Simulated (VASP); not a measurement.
# AlGa5As6 (P31m) in VASP: single point with PBE

Aim: the single point of AlGa5As6 with PBE.

Everything below comes from runs of VASP 6.6.1. Logs are shortened: lines on timing, memory, paths and dates and some standing lists are left out, and cuts for length are marked.

## (1) The cell of the first run

The structure is trigonal, space group P31m (No. 157). Conventional cell: a = 7.011 Å, b = 7.011 Å, c = 6.671 Å, α = 90.00°, β = 90.00°, γ = 120.00°. Within 3.3 Å of Al (site symmetry 3m) lie 4 As at 2.48 to 2.49 Å. Ga (site symmetry 3) has 4 As at 2.48 to 2.50 Å within 3.3 Å. Within 3.3 Å of Ga (site symmetry m) lie 4 As at 2.48 to 2.50 Å. As (site symmetry 3m) has 3 Ga at 2.49 Å and 1 Al at 2.49 Å within 3.3 Å. As (site symmetry 3) has 4 Ga at 2.48 to 2.50 Å within 3.3 Å. Within 3.3 Å of As (site symmetry m) lie 1 Al at 2.48 Å and 3 Ga at 2.48 to 2.50 Å.

## (2) Single point, PBE

Contents of INCAR:

```
SYSTEM = AlGa5As6
PREC = Accurate ; ENCUT = 500
EDIFF = 1E-6 ; ISMEAR = 0
SIGMA = 0.02 ; LREAL = .FALSE.
LASPH = .TRUE. ; NELM = 120
ALGO = Normal ; ISIF = 2
LWAVE = .FALSE. ; LCHARG = .TRUE.
GGA = PE ; LELF = .TRUE.
LVHAR = .TRUE. ; NBANDS = 61
GGA_COMPAT = .FALSE.
```

Contents of KPOINTS:

```
regular mesh
0
G
  6 6 6
  0 0 0
```

Contents of POSCAR:

```
AlGa5As6
1.0
    7.0107869234      0.0000000000      0.0000000000
   -3.5053934617      6.0715195762      0.0000000000
    0.0000000000      0.0000000000      6.6713361821
Al Ga As
1 5 6
Direct
    0.0000000000      0.0000000000      0.0005563231
    0.6666666667      0.3333333333      0.0008042186
    0.3333333333      0.6666666667      0.0008042186
    0.3332285585      0.0000000000      0.5012663895
    0.0000000000      0.3332285585      0.5012663895
    0.6667714415      0.6667714415      0.5012663895
    0.0000000000      0.0000000000      0.3737306144
    0.6666666667      0.3333333333      0.3751683066
    0.3333333333      0.6666666667      0.3751683066
    0.3326681713      0.0000000000      0.8753229678
    0.0000000000      0.3326681713      0.8753229678
    0.6673318287      0.6673318287      0.8753229678
```

Potentials or basis: VASP PAW PBE potentials, release 64 (Al, Ga_d, As).

The run is started by

```bash
> cat potpaw_PBE.64/Al/POTCAR potpaw_PBE.64/Ga_d/POTCAR potpaw_PBE.64/As/POTCAR > POTCAR
> mpirun -np 1 vasp_std > vasp.out
```

OUTCAR:

```text
SYSTEM = AlGa5As6
   PREC = Accurate
   ENCUT = 500
   EDIFF = 1E-6
   ISMEAR = 0
   LREAL = .FALSE.
   LASPH = .TRUE.
   NELM = 120
   ISIF = 2
   GGA = PE

 ion  position               nearest neighbor table
   1  0.000  0.000  0.001-  10 2.48  11 2.48  12 2.48   7 2.49
   2  0.667  0.333  0.001-  11 2.48  10 2.48  12 2.48   8 2.50
   3  0.333  0.667  0.001-  10 2.48  11 2.48  12 2.48   9 2.50
   4  0.333  0.000  0.501-   9 2.48   8 2.48   7 2.49  10 2.50
   5  0.000  0.333  0.501-   8 2.48   9 2.48   7 2.49  11 2.50
   6  0.667  0.667  0.501-   9 2.48   8 2.48   7 2.49  12 2.50
   7  0.000  0.000  0.374-   4 2.49   5 2.49   6 2.49   1 2.49
   8  0.667  0.333  0.375-   5 2.48   4 2.48   6 2.48   2 2.50
   9  0.333  0.667  0.375-   4 2.48   5 2.48   6 2.48   3 2.50
  10  0.333  0.000  0.875-   1 2.48   3 2.48   2 2.48   4 2.50
  11  0.000  0.333  0.875-   1 2.48   2 2.48   3 2.48   5 2.50
  12  0.667  0.667  0.875-   1 2.48   3 2.48   2 2.48   6 2.50

  LATTYP: Found a hexagonal cell.
 ALAT       =     7.0107869234
 C/A-ratio  =     0.9515816491

  Lattice vectors:

 A1 = (   7.0107869234,   0.0000000000,   0.0000000000)
 A2 = (  -3.5053934617,   6.0715195762,   0.0000000000)
 A3 = (   0.0000000000,   0.0000000000,   6.6713361821)

Analysis of symmetry for initial positions (statically):
=====================================================================
 Subroutine PRICEL returns:
 Original cell was already a primitive cell.

 Routine SETGRP: Setting up the symmetry group for a
 hexagonal supercell.

 Subroutine GETGRP returns: Found  6 space group operations
 (whereof  6 operations were pure point group operations)
 out of a pool of 24 trial point group operations.

The static configuration has the point symmetry C_3v.

Analysis of symmetry for dynamics (positions and initial velocities):
=====================================================================
 Subroutine PRICEL returns:
 Original cell was already a primitive cell.

 Routine SETGRP: Setting up the symmetry group for a
 hexagonal supercell.

 Subroutine GETGRP returns: Found  6 space group operations
 (whereof  6 operations were pure point group operations)
 out of a pool of 24 trial point group operations.

The dynamic configuration has the point symmetry C_3v.

 Subroutine INISYM returns: Found  6 space group operations
 (whereof  6 operations are pure point group operations),
 and found     1 'primitive' translations

----------------------------------------------------------------------------------------

                                     Primitive cell

  volume of cell :     283.9730

  direct lattice vectors                    reciprocal lattice vectors
     7.010786923  0.000000000  0.000000000     0.142637340  0.082351707  0.000000000
    -3.505393462  6.071519576  0.000000000     0.000000000  0.164703414  0.000000000
     0.000000000  0.000000000  6.671336182     0.000000000  0.000000000  0.149895009

  length of vectors
     7.010786923  7.010786923  6.671336182     0.164703414  0.164703414  0.149895009

  position of ions in fractional coordinates (direct lattice)
     0.000000000  0.000000000  0.000556323
     0.666666667  0.333333333  0.000804219
     0.333333333  0.666666667  0.000804219
     0.333228558  0.000000000  0.501266390
     0.000000000  0.333228558  0.501266390
     0.666771442  0.666771442  0.501266390
     0.000000000  0.000000000  0.373730614
     0.666666667  0.333333333  0.375168307
     0.333333333  0.666666667  0.375168307
     0.332668171  0.000000000  0.875322968
     0.000000000  0.332668171  0.875322968
     0.667331829  0.667331829  0.875322968

  ion indices of the primitive-cell ions
   primitive index   ion index
                 1           1
                 2           2
                 3           3
                 4           4
                 5           5
                 6           6
                 7           7
                 8           8
                 9           9
                10          10
                11          11
                12          12

----------------------------------------------------------------------------------------

 KPOINTS: regular mesh

Automatic generation of k-mesh.
 Grid dimensions read from file:
 generate k-points for:    6    6    6

 Generating k-lattice:

  Cartesian coordinates                     Fractional coordinates (reciprocal lattice)
     0.023772890  0.013725284  0.000000000     0.166666667 -0.000000000  0.000000000
     0.000000000  0.027450569  0.000000000     0.000000000  0.166666667  0.000000000
     0.000000000  0.000000000  0.024982502     0.000000000  0.000000000  0.166666667

  Length of vectors
     0.027450569  0.027450569  0.024982502

  Shift w.r.t. Gamma in fractional coordinates (k-lattice)
     0.000000000  0.000000000  0.000000000

 Subroutine IBZKPT returns following result:
 ===========================================

 Found     34 irreducible k-points:

 Following reciprocal coordinates:
            Coordinates               Weight
  0.000000  0.000000  0.000000      1.000000
  0.166667  0.000000  0.000000      6.000000
  0.333333  0.000000  0.000000      6.000000
  0.500000  0.000000  0.000000      3.000000
  0.166667  0.166667  0.000000      6.000000
  0.333333  0.166667  0.000000     12.000000
[... 16 lines left out ...]
 -0.166667  0.333333  0.333333      6.000000
  0.333333  0.166667  0.333333     12.000000
 [... further k-points ...]
   k-points           NKPTS =     34   k-points in BZ     NKDIM =     34   number of bands    NBANDS=     61
   number of dos      NEDOS =    301   number of ions     NIONS =     12
   total plane-waves  NPLWV = 145800
   dimension x,y,z NGX =    54 NGY =   54 NGZ =   50
   dimension x,y,z NGXF=   108 NGYF=  108 NGZF=  100
   ions per type =               1   5   6
   NGX,Y,Z   is equivalent  to a cutoff of  12.80, 12.80, 12.46 a.u.
   NGXF,Y,Z  is equivalent  to a cutoff of  25.61, 25.61, 24.92 a.u.
 SYSTEM =  AlGa5As6
   PREC   = accura    normal or accurate (medium, high low for compatibility)
   ISTART =      0    job   : 0-new  1-cont  2-samecut
   ICHARG =      2    charge: 1-file 2-atom 10-const
   ISPIN  =      1    spin polarized calculation?
   LNONCOLLINEAR =      F non collinear calculations
   LSORBIT =      F    spin-orbit coupling
   LASPH  =      T    aspherical Exc in radial PAW
   ENCUT  =  500.0 eV  36.75 Ry    6.06 a.u.  12.78 12.78 12.16*2*pi/ulx,y,z
   NELM   =    120;   NELMIN=  2; NELMDL= -5     # of ELM steps
   EDIFF  = 0.1E-05   stopping-criterion for ELM
   LREAL  =      F    real-space projection
   EDIFFG = 0.1E-04   stopping-criterion for IOM
   NSW    =      0    number of steps for IOM
   IBRION =     -1    ionic relax: 0-MD 1-quasi-New 2-CG
   NFREE  =      0    steps in history (QN), initial steepest desc. (CG)
   ISIF   =      2    stress and relaxation
   ISYM   =      2    0-nonsym 1-usesym 2-fastsym
   POTIM  = 0.5000    time-step for ionic-motion
   TEBEG  =    0.0;   TEEND  =   0.0 temperature during run
   PSTRESS=    0.0 pullay stress
   NELECT =      98.0000    total number of electrons
   NUPDOWN=      -1.0000    fix difference up-down
   EMIN   =  10.00;   EMAX   =-10.00  energy-range for DOS
   EFERMI =   0.00;   METHOD = LEGACY
   ISMEAR =     0;   SIGMA  =   0.02  broadening in eV -4-tet -1-fermi 0-gaus
   EFERMI_NEDOS =   21; number of points for ismear=-14 and -15
   IALGO  =     38    algorithm
   IMIX   =      4    mixing-type and parameters
     AMIX     =   0.40;   BMIX     =  1.00
     AMIX_MAG =   1.60;   BMIX_MAG =  1.00
  volume/ion in A,a.u.               =      23.66       159.70
  Fermi-wavevector in a.u.,A,eV,Ry     =   1.148307  2.169985 17.940751  1.318608
  Thomas-Fermi vector in A             =   2.284982
   LORBIT       =      0    0 simple, 1 ext, 2 COOP (PROOUT), +10 PAW based schemes
   GGA     = PE    functional components
   LHFCALC =     F    Hartree Fock is set to
   AEXX    =    0.0000 exact exchange contribution
   IVDW    =     0    specifies the selected vdW correction
   LEPSILON=     F    determine dielectric tensor
   LRPA    =     F    only Hartree local field effects (RPA)
 non-spin polarized calculation
 Gauss-broadening in eV      SIGMA  =   0.02
  energy-cutoff  :      500.00
  volume of cell :      283.97
 maximum number of plane-waves:      7236
 NGX is ok and might be reduce to    54
   NGX = 25   NGY = 25   NGZ = 25

 number of electron      98.0000045 magnetization

 Free energy of the ion-electron system (eV)
  ---------------------------------------------------
  ext. energy  EPLUGINS =         0.00000000
  ---------------------------------------------------
  free energy    TOTEN  =       -50.61757400 eV

  energy without entropy =      -50.61757400  energy(sigma->0) =      -50.61757400

 E-fermi :   3.7375     XC(G=0):  -9.2913

 val. band max:        3.6000428912   @ k =   0.0000   0.0000   0.0000
 cond. band min:       3.9952383933   @ k =   0.0000   0.0000   0.0000
 fundamental gap:      0.3951955021
 Fermi energy:         3.7374889711

 k-point     1 :       0.0000    0.0000    0.0000
  band No.  band energies     occupation
      1     -11.2424      2.00000
      2     -11.2365      2.00000
      3     -11.2210      2.00000
      4     -11.2210      2.00000
      5     -11.2029      2.00000
      6     -11.1577      2.00000
[... 53 lines left out ...]
     60       8.6821      0.00000
     61       8.9345      0.00000

 k-point     2 :       0.1667    0.0000    0.0000
  band No.  band energies     occupation
      1     -11.2432      2.00000
      2     -11.2365      2.00000
      3     -11.2229      2.00000
      4     -11.2175      2.00000
      5     -11.2033      2.00000
      6     -11.1620      2.00000
[... 1406 lines left out ...]
      5     -11.2015      2.00000
      6     -11.1911      2.00000
[... 53 lines left out ...]
     60       8.1286      0.00000
     61       8.4845      0.00000

 [... further k-points ...]

------------------------ aborting loop because EDIFF is reached ----------------------------------------

  FORCE on cell =-STRESS in cart. coord.  units (eV):
  Direction    XX          YY          ZZ          XY          YZ          ZX
  --------------------------------------------------------------------------------------
  -------------------------------------------------------------------------------------
  Total        0.2959682      0.2959682      0.2810523      0.0000000     -0.0000000      0.0000000
  in kB        1.6698545      1.6698545      1.5856990      0.0000000     -0.0000000      0.0000000
  external PRESSURE =       1.6418027 kB  Pullay stress =       0.0000000 kB

 VOLUME and BASIS-vectors are now :
 -----------------------------------------------------------------------------
  energy-cutoff  :      500.00
  volume of cell :      283.97
      direct lattice vectors                 reciprocal lattice vectors
     7.010786923  0.000000000  0.000000000     0.142637340  0.082351707  0.000000000
    -3.505393462  6.071519576  0.000000000     0.000000000  0.164703414  0.000000000
     0.000000000  0.000000000  6.671336182     0.000000000  0.000000000  0.149895009

 POSITION                                       TOTAL-FORCE (eV/Angst)
 -----------------------------------------------------------------------------------
      0.00000      0.00000      0.00371        -0.000000      0.000000     -0.004110
      3.50539      2.02384      0.00537        -0.000000      0.000000     -0.004114
     -0.00000      4.04768      0.00537        -0.000000      0.000000     -0.004114
      2.33619      0.00000      3.34412         0.000237      0.000000     -0.004507
     -1.16810      2.02320      3.34412        -0.000118      0.000205     -0.004507
      2.33730      4.04832      3.34412        -0.000118     -0.000205     -0.004507
      0.00000      0.00000      2.49328        -0.000000      0.000000      0.000503
      3.50539      2.02384      2.50287        -0.000000      0.000000      0.003506
     -0.00000      4.04768      2.50287        -0.000000      0.000000      0.003506
      2.33227      0.00000      5.83957        -0.003586      0.000000      0.006114
     -1.16613      2.01980      5.83957         0.001793     -0.003105      0.006114
      2.33926      4.05172      5.83957         0.001793      0.003105      0.006114
 -----------------------------------------------------------------------------------
    total drift:                               -0.000001     -0.000002     -0.002508

  FREE ENERGIE OF THE ION-ELECTRON SYSTEM (eV)
  ---------------------------------------------------
  free  energy   TOTEN  =       -50.6175739973 eV

  energy  without entropy=      -50.6175739973  energy(sigma->0) =      -50.61757400
```

Run time: 8.6 min. Hardware: 1 thread of Intel Xeon Platinum 8488C (Sapphire Rapids), shared host; peak memory 0.66 GiB.

What came out:

```
Free energy            : -50.6176 eV
Pressure               : 0.2 GPa
Largest force          : 0.007 eV/Å
Band gap on the k mesh : 0.40 eV
```

Forces in eV/Å, atoms in the order of the input:
```
Al   0.000  0.000 -0.004
Ga   0.000  0.000 -0.004
Ga   0.000  0.000 -0.004
Ga   0.000  0.000 -0.005
Ga   0.000  0.000 -0.005
Ga   0.000  0.000 -0.005
As   0.000  0.000  0.001
As   0.000  0.000  0.004
As   0.000  0.000  0.004
As  -0.004  0.000  0.006
As   0.002 -0.003  0.006
As   0.002  0.003  0.006
```

Caveat: semilocal functionals underestimate gaps, and a narrow one can read as zero. A k mesh can miss the band edges.
